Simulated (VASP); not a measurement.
# Sb (P4/mbm) in VASP: a series of runs

Runs on Sb. Level: PBE. Tasks: single point, relaxation of cell and atoms.

All numbers are computed with VASP 6.6.1; they aren't measurements. Logs are shortened: lines on timing, memory, paths and dates and some standing lists are left out, and cuts for length are marked.

**1. The cell of the first run**

Symmetry: P4/mbm, No. 127, tetragonal system. Conventional cell: a = 7.916 Å, b = 7.916 Å, c = 3.139 Å, α = 90.00°, β = 90.00°, γ = 90.00°. Within 4.1 Å of Sb (site symmetry 4/m) lie 6 Sb at 3.10 to 3.14 Å. Within 3.8 Å of Sb (site symmetry m2m) lie 5 Sb at 2.92 to 3.14 Å.

The cell was generated, and may not be a known phase.

**2. Single point, PBE**

File INCAR:

```
PREC = Accurate
ENCUT = 520
EDIFF = 1E-6
ISMEAR = 0
SIGMA = 0.1
LREAL = F
LASPH = T
NELM = 100
ALGO = Normal
ISIF = 2
LWAVE = F
LCHARG = T
GGA = PE
LELF = T
LVHAR = T
NBANDS = 24
```

File KPOINTS:

```
Automatic mesh
0
Gamma
  6 6 12
```

File POSCAR:

```
Sb
1.0
    7.9162023072      0.0000000000      0.0000000000
    0.0000000000      7.9162023072      0.0000000000
    0.0000000000      0.0000000000      3.1392540429
Sb
6
Direct
    0.5000000000      0.5000000000      0.0000000000
    0.0000000000      0.0000000000      0.0000000000
    0.8697481715      0.6302518285      0.0000000000
    0.1302518285      0.3697481715      0.0000000000
    0.6302518285      0.1302518285      0.0000000000
    0.3697481715      0.8697481715      0.0000000000
```

Potentials or basis: VASP PAW PBE potentials, release 64 (Sb).

Started as:

```bash
cat potpaw_PBE.64/Sb/POTCAR > POTCAR
mpirun -np 1 vasp_std > vasp.out
```

OUTCAR:

```text
PREC = Accurate
   ENCUT = 520
   EDIFF = 1E-6
   ISMEAR = 0
   LREAL = F
   LASPH = T
   NELM = 100
   ISIF = 2
   GGA = PE

 ion  position               nearest neighbor table
   1  0.500  0.500  0.000-   3 3.10   4 3.10   5 3.10   6 3.10
   2  0.000  0.000  0.000-   3 3.10   4 3.10   5 3.10   6 3.10
   3  0.870  0.630  0.000-   4 2.92   2 3.10   1 3.10
   4  0.130  0.370  0.000-   3 2.92   2 3.10   1 3.10
   5  0.630  0.130  0.000-   6 2.92   2 3.10   1 3.10
   6  0.370  0.870  0.000-   5 2.92   2 3.10   1 3.10

  LATTYP: Found a simple tetragonal cell.
 ALAT       =     7.9162023072
 C/A-ratio  =     0.3965606134

  Lattice vectors:

 A1 = (   7.9162023072,   0.0000000000,   0.0000000000)
 A2 = (   0.0000000000,   7.9162023072,   0.0000000000)
 A3 = (   0.0000000000,   0.0000000000,   3.1392540429)

Analysis of symmetry for initial positions (statically):
=====================================================================
 Subroutine PRICEL returns:
 Original cell was already a primitive cell.

 Routine SETGRP: Setting up the symmetry group for a
 simple tetragonal supercell.

 Subroutine GETGRP returns: Found 16 space group operations
 (whereof  8 operations were pure point group operations)
 out of a pool of 16 trial point group operations.

The static configuration has the point symmetry C_4h.
 The point group associated with its full space group is D_4h.

Analysis of symmetry for dynamics (positions and initial velocities):
=====================================================================
 Subroutine PRICEL returns:
 Original cell was already a primitive cell.

 Routine SETGRP: Setting up the symmetry group for a
 simple tetragonal supercell.

 Subroutine GETGRP returns: Found 16 space group operations
 (whereof  8 operations were pure point group operations)
 out of a pool of 16 trial point group operations.

The dynamic configuration has the point symmetry C_4h.
 The point group associated with its full space group is D_4h.

 Subroutine INISYM returns: Found 16 space group operations
 (whereof  8 operations are pure point group operations),
 and found     1 'primitive' translations

----------------------------------------------------------------------------------------

                                     Primitive cell

  volume of cell :     196.7253

  direct lattice vectors                    reciprocal lattice vectors
     7.916202307  0.000000000  0.000000000     0.126323199  0.000000000  0.000000000
     0.000000000  7.916202307  0.000000000     0.000000000  0.126323199  0.000000000
     0.000000000  0.000000000  3.139254043     0.000000000  0.000000000  0.318547014

  length of vectors
     7.916202307  7.916202307  3.139254043     0.126323199  0.126323199  0.318547014

  position of ions in fractional coordinates (direct lattice)
     0.500000000  0.500000000  0.000000000
     0.000000000  0.000000000  0.000000000
     0.869748171  0.630251829  0.000000000
     0.130251829  0.369748171  0.000000000
     0.630251829  0.130251829  0.000000000
     0.369748171  0.869748171  0.000000000

  ion indices of the primitive-cell ions
   primitive index   ion index
                 1           1
                 2           2
                 3           3
                 4           4
                 5           5
                 6           6

----------------------------------------------------------------------------------------

 KPOINTS: Automatic mesh

Automatic generation of k-mesh.
 Grid dimensions read from file:
 generate k-points for:    6    6   12

 Generating k-lattice:

  Cartesian coordinates                     Fractional coordinates (reciprocal lattice)
     0.021053867  0.000000000  0.000000000     0.166666667  0.000000000  0.000000000
     0.000000000  0.021053867  0.000000000     0.000000000  0.166666667  0.000000000
     0.000000000  0.000000000  0.026545584     0.000000000  0.000000000  0.083333333

  Length of vectors
     0.021053867  0.021053867  0.026545584

  Shift w.r.t. Gamma in fractional coordinates (k-lattice)
     0.000000000  0.000000000  0.000000000

 Subroutine IBZKPT returns following result:
 ===========================================

 Found     70 irreducible k-points:

 Following reciprocal coordinates:
            Coordinates               Weight
  0.000000  0.000000  0.000000      1.000000
  0.166667  0.000000  0.000000      4.000000
  0.333333  0.000000  0.000000      4.000000
  0.500000  0.000000  0.000000      2.000000
  0.166667  0.166667  0.000000      4.000000
  0.333333  0.166667  0.000000      8.000000
[... 16 lines left out ...]
  0.333333  0.000000  0.166667      8.000000
  0.500000  0.000000  0.166667      4.000000
 [... further k-points ...]
   k-points           NKPTS =     70   k-points in BZ     NKDIM =     70   number of bands    NBANDS=     24
   number of dos      NEDOS =    301   number of ions     NIONS =      6
   total plane-waves  NPLWV =  86400
   dimension x,y,z NGX =    60 NGY =   60 NGZ =   24
   dimension x,y,z NGXF=   120 NGYF=  120 NGZF=   48
   ions per type =               6
   NGX,Y,Z   is equivalent  to a cutoff of  12.60, 12.60, 12.71 a.u.
   NGXF,Y,Z  is equivalent  to a cutoff of  25.20, 25.20, 25.42 a.u.
 SYSTEM =  unknown system
   PREC   = accura    normal or accurate (medium, high low for compatibility)
   ISTART =      0    job   : 0-new  1-cont  2-samecut
   ICHARG =      2    charge: 1-file 2-atom 10-const
   ISPIN  =      1    spin polarized calculation?
   LNONCOLLINEAR =      F non collinear calculations
   LSORBIT =      F    spin-orbit coupling
   LASPH  =      T    aspherical Exc in radial PAW
   ENCUT  =  520.0 eV  38.22 Ry    6.18 a.u.  14.72 14.72  5.84*2*pi/ulx,y,z
   NELM   =    100;   NELMIN=  2; NELMDL= -5     # of ELM steps
   EDIFF  = 0.1E-05   stopping-criterion for ELM
   LREAL  =      F    real-space projection
   EDIFFG = 0.1E-04   stopping-criterion for IOM
   NSW    =      0    number of steps for IOM
   IBRION =     -1    ionic relax: 0-MD 1-quasi-New 2-CG
   NFREE  =      0    steps in history (QN), initial steepest desc. (CG)
   ISIF   =      2    stress and relaxation
   ISYM   =      2    0-nonsym 1-usesym 2-fastsym
   POTIM  = 0.5000    time-step for ionic-motion
   TEBEG  =    0.0;   TEEND  =   0.0 temperature during run
   PSTRESS=    0.0 pullay stress
   NELECT =      30.0000    total number of electrons
   NUPDOWN=      -1.0000    fix difference up-down
   EMIN   =  10.00;   EMAX   =-10.00  energy-range for DOS
   EFERMI =   0.00;   METHOD = LEGACY
   ISMEAR =     0;   SIGMA  =   0.10  broadening in eV -4-tet -1-fermi 0-gaus
   EFERMI_NEDOS =   21; number of points for ismear=-14 and -15
   IALGO  =     38    algorithm
   IMIX   =      4    mixing-type and parameters
     AMIX     =   0.40;   BMIX     =  1.00
     AMIX_MAG =   1.60;   BMIX_MAG =  1.00
  volume/ion in A,a.u.               =      32.79       221.26
  Fermi-wavevector in a.u.,A,eV,Ry     =   0.874638  1.652827 10.408351  0.764992
  Thomas-Fermi vector in A             =   1.994197
   LORBIT       =      0    0 simple, 1 ext, 2 COOP (PROOUT), +10 PAW based schemes
   GGA     = PE    functional components
   LHFCALC =     F    Hartree Fock is set to
   AEXX    =    0.0000 exact exchange contribution
   IVDW    =     0    specifies the selected vdW correction
   LEPSILON=     F    determine dielectric tensor
   LRPA    =     F    only Hartree local field effects (RPA)
 non-spin polarized calculation
 Gauss-broadening in eV      SIGMA  =   0.10
  energy-cutoff  :      520.00
  volume of cell :      196.73
 maximum number of plane-waves:      5328
 NGX is ok and might be reduce to    60
   NGX = 29   NGY = 29   NGZ = 11

 number of electron      30.0000001 magnetization

 Free energy of the ion-electron system (eV)
  ---------------------------------------------------
  ext. energy  EPLUGINS =         0.00000000
  ---------------------------------------------------
  free energy    TOTEN  =       -24.11790121 eV

  energy without entropy =      -24.09726862  energy(sigma->0) =      -24.10758492

 E-fermi :   6.1618     XC(G=0):  -9.1326

 val. band max:        6.1474733826   @ k =   0.1667   0.0000   0.0000
 cond. band min:       6.1737147630   @ k =   0.5000   0.1667   0.0833
 fundamental gap:      0.0262413804
 Fermi energy:         6.1617897912

 k-point     1 :       0.0000    0.0000    0.0000
  band No.  band energies     occupation
      1      -5.9129      2.00000
      2      -4.5793      2.00000
      3      -4.3071      2.00000
      4      -3.4174      2.00000
      5      -3.4174      2.00000
      6      -2.8082      2.00000
[... 16 lines left out ...]
     23      11.6216      0.00000
     24      11.6217      0.00000

 k-point     2 :       0.1667    0.0000    0.0000
  band No.  band energies     occupation
      1      -5.8557      2.00000
      2      -4.6956      2.00000
      3      -4.3767      2.00000
      4      -3.5437      2.00000
      5      -3.1940      2.00000
      6      -2.7431      2.00000
[... 16 lines left out ...]
     23      11.4886      0.00000
     24      11.7883      0.00000

 k-point     3 :       0.3333    0.0000    0.0000
  band No.  band energies     occupation
      1      -5.6864      2.00000
      2      -5.0566      2.00000
      3      -4.2763      2.00000
      4      -3.8014      2.00000
      5      -2.8602      2.00000
      6      -2.6578      2.00000
[... 16 lines left out ...]
     23      11.4984      0.00000
     24      12.0457      0.00000
[... 514 lines left out ...]
 k-point    23 :       0.3333    0.0000    0.1667
  band No.  band energies     occupation
      1      -5.3037      2.00000
      2      -4.6732      2.00000
      3      -3.8912      2.00000
      4      -3.4148      2.00000
      5      -2.4701      2.00000
      6      -2.2678      2.00000
[... 16 lines left out ...]
     23       9.2853      0.00000
     24       9.7513      0.00000

 k-point    24 :       0.5000    0.0000    0.1667
  band No.  band energies     occupation
      1      -5.0299      2.00000
      2      -5.0299      2.00000
      3      -3.6802      2.00000
      4      -3.6802      2.00000
      5      -2.2820      2.00000
      6      -2.2820      2.00000
[... 16 lines left out ...]
     23       9.6365      0.00000
     24       9.6365      0.00000

 [... further k-points ...]
[... 5 lines left out ...]
  --------------------------------------------------------------------------------------
  -------------------------------------------------------------------------------------
  Total        0.0080300      0.0080300     -0.0601687      0.0000000      0.0000000     -0.0000000
  in kB        0.0653984      0.0653984     -0.4900284      0.0000000      0.0000000     -0.0000000
  external PRESSURE =      -0.1197438 kB  Pullay stress =       0.0000000 kB

 VOLUME and BASIS-vectors are now :
 -----------------------------------------------------------------------------
  energy-cutoff  :      520.00
  volume of cell :      196.73
      direct lattice vectors                 reciprocal lattice vectors
     7.916202307  0.000000000  0.000000000     0.126323199  0.000000000  0.000000000
     0.000000000  7.916202307  0.000000000     0.000000000  0.126323199  0.000000000
     0.000000000  0.000000000  3.139254043     0.000000000  0.000000000  0.318547014

 POSITION                                       TOTAL-FORCE (eV/Angst)
 -----------------------------------------------------------------------------------
      3.95810      3.95810      0.00000         0.000000      0.000000     -0.000000
      0.00000      0.00000      0.00000         0.000000      0.000000     -0.000000
      6.88510      4.98920      0.00000        -0.008344      0.008344      0.000000
      1.03110      2.92700      0.00000         0.008344     -0.008344     -0.000000
      4.98920      1.03110      0.00000         0.008344      0.008344     -0.000000
      2.92700      6.88510      0.00000        -0.008344     -0.008344     -0.000000
 -----------------------------------------------------------------------------------
    total drift:                                0.000000     -0.000000     -0.000000

  FREE ENERGIE OF THE ION-ELECTRON SYSTEM (eV)
  ---------------------------------------------------
  free  energy   TOTEN  =       -24.1179012121 eV

  energy  without entropy=      -24.0972686238  energy(sigma->0) =      -24.10758492
```

Wall time 2 min (1 thread of Intel Xeon 6975P-C (Granite Rapids), shared host); peak memory 0.42 GiB.

Results:

| Item | Value |
| --- | --- |
| Free energy | -24.1179 eV |
| Pressure | 0.0 GPa |
| Largest force | 0.012 eV/Å |
| Band gap on the k mesh | zero (bands 15 and 16 overlap by 3.91 eV) |

Forces in eV/Å, atoms in the order of the input:
```
Sb   0.000  0.000  0.000
Sb   0.000  0.000  0.000
Sb  -0.008  0.008  0.000
Sb   0.008 -0.008  0.000
Sb   0.008  0.008  0.000
Sb  -0.008 -0.008  0.000
```

Levels at points of the mesh, in eV from the Fermi level:
| k point | band 13 | band 14 | band 15 | band 16 | band 17 | band 18 | band 19 | band 20 |
| --- | --- | --- | --- | --- | --- | --- | --- | --- |
| (0.00, 0.00, 0.00) | -0.89 | 0.27 | 1.69 | 1.69 | 2.38 | 2.38 | 3.21 | 3.98 |
| (0.50, 0.00, 0.00) | 0.43 | 0.43 | 1.14 | 1.14 | 3.07 | 3.07 | 3.69 | 3.69 |
| (0.50, 0.50, 0.00) | 0.45 | 0.45 | 0.91 | 0.91 | 3.95 | 3.95 | 4.10 | 4.10 |
| (0.00, 0.00, 0.50) | -2.82 | -2.58 | -1.75 | -0.16 | 1.01 | 1.03 | 1.03 | 2.49 |
| (0.50, 0.00, 0.50) | -2.45 | -2.45 | -1.33 | -1.33 | -0.13 | -0.13 | 2.65 | 2.65 |
| (0.50, 0.50, 0.50) | -2.26 | -2.26 | -2.09 | -2.09 | 0.13 | 0.13 | 2.60 | 2.60 |

Caveat: spin-orbit coupling is left out, which moves the levels of the heavy elements.

**3. Relaxation of cell and atoms, PBE**

This run uses another cell than the first one, of 25.93 Å³/atom.

File INCAR:

```
SYSTEM = Sb
  PREC = Accurate
  ENCUT = 600
  EDIFF = 1E-7
  ISMEAR = 0
  SIGMA = 0.1
  LREAL = .FALSE.
  LASPH = .TRUE.
  NELM = 60
  ALGO = Normal
  ISIF = 3
  LWAVE = .FALSE.
  LCHARG = .FALSE.
  GGA = PE
  IBRION = 2
  NSW = 90
  EDIFFG = -0.04
```

File KPOINTS:

```
regular mesh
0
G
  4 4 6
  0 0 0
```

File POSCAR:

```
Sb
1.0
    7.3224322400      0.0000000000      0.0000000000
    0.0000000000      7.3224322400      0.0000000000
    0.0000000000      0.0000000000      2.9020880700
Sb
6
Direct
    0.5000000000      0.5000000000      0.0000000000
    0.0000000000      0.0000000000      0.0000000000
    0.8631799800      0.6368200200      0.0000000000
    0.1368200200      0.3631799800      0.0000000000
    0.6368200200      0.1368200200      0.0000000000
    0.3631799800      0.8631799800      0.0000000000
```

Potentials or basis: VASP PAW PBE potentials, release 64 (Sb).

Started as:

```bash
cat potpaw_PBE.64/Sb/POTCAR > POTCAR
mpirun -np 1 vasp_std > vasp.out
```

Wall time 4.3 min (1 thread of Intel Xeon 6975P-C (Granite Rapids), shared host); peak memory 0.32 GiB.

It converged, with:

| Item | Value |
| --- | --- |
| Free energy | -24.1718 eV |
| Relaxed volume | 32.89 Å³/atom |
| Relaxed cell | a = 8.010 Å, b = 8.010 Å, c = 3.075 Å, α = 90.00°, β = 90.00°, γ = 90.00° |
| Space group after relaxing (to 0.1 Å) | P4/mbm (No. 127) |
| Energy gained by relaxing | 335.3 meV/atom |
| Ionic steps | 9 |
| Pressure after relaxing | 0.1 GPa |
| Largest force after relaxing | 0.004 eV/Å |
| Band gap on the k mesh | zero (bands 15 and 16 overlap by 3.57 eV) |

Forces in eV/Å, atoms in the order of the input:
```
Sb   0.000  0.000  0.000
Sb   0.000  0.000  0.000
Sb   0.003 -0.003  0.000
Sb  -0.003  0.003  0.000
Sb  -0.003 -0.003  0.000
Sb   0.003  0.003  0.000
```

The path:
| step | energy change (eV) | largest force (eV/Å) | pressure (GPa) | volume (Å³) |
| --- | --- | --- | --- | --- |
| 1 | 0.0000 | 0.1397 | 18.49 | 155.60 |
| 2 | -1.1990 | 0.4422 | -5.60 | 233.20 |
| 3 | -1.9404 | 0.3272 | -0.27 | 196.93 |
| 4 | -1.9407 | 0.3230 | -0.05 | 196.04 |
| 5 | -1.9782 | 0.2607 | 0.11 | 196.73 |
| 6 | -1.9861 | 0.2781 | 0.03 | 196.54 |
| 7 | -1.9991 | 0.2008 | 0.03 | 196.79 |
| 8 | -2.0112 | 0.0433 | 0.08 | 197.42 |
| 9 | -2.0116 | 0.0041 | 0.07 | 197.31 |

Final structure:
```
Sb
1.0
     8.00994    0.00000    0.00000
     0.00000    8.00994    0.00000
     0.00000    0.00000    3.07534
Sb
6
Direct
  0.50000 0.50000 0.00000
  0.00000 0.00000 0.00000
  0.86818 0.63182 0.00000
  0.13182 0.36818 0.00000
  0.63182 0.13182 0.00000
  0.36818 0.86818 0.00000
```

Levels at points of the mesh, in eV from the Fermi level:
| k point | band 13 | band 14 | band 15 | band 16 | band 17 | band 18 |
| --- | --- | --- | --- | --- | --- | --- |
| (0.00, 0.00, 0.00) | -1.09 | -0.05 | 1.47 | 1.47 | 2.09 | 2.09 |
| (0.50, 0.00, 0.00) | 0.18 | 0.18 | 0.94 | 0.94 | 2.70 | 2.70 |
| (0.50, 0.50, 0.00) | 0.17 | 0.17 | 0.62 | 0.62 | 3.58 | 3.58 |
| (0.00, 0.00, 0.50) | -2.66 | -2.66 | -1.59 | -0.09 | 0.98 | 0.98 |
| (0.50, 0.00, 0.50) | -2.29 | -2.29 | -1.24 | -1.24 | -0.09 | -0.09 |
| (0.50, 0.50, 0.50) | -2.15 | -2.15 | -2.10 | -2.10 | 0.24 | 0.24 |

Caveat: the k points lie up to 0.34 Å⁻¹ apart in the final cell, too coarse for converged energies and pressures of a metal; the volume moved by over 15 % at a fixed basis, so the end points are rough; spin-orbit coupling is left out, which moves the levels of the heavy elements.

The gap in the log of VASP goes by the Fermi energy; the results here count the filled bands.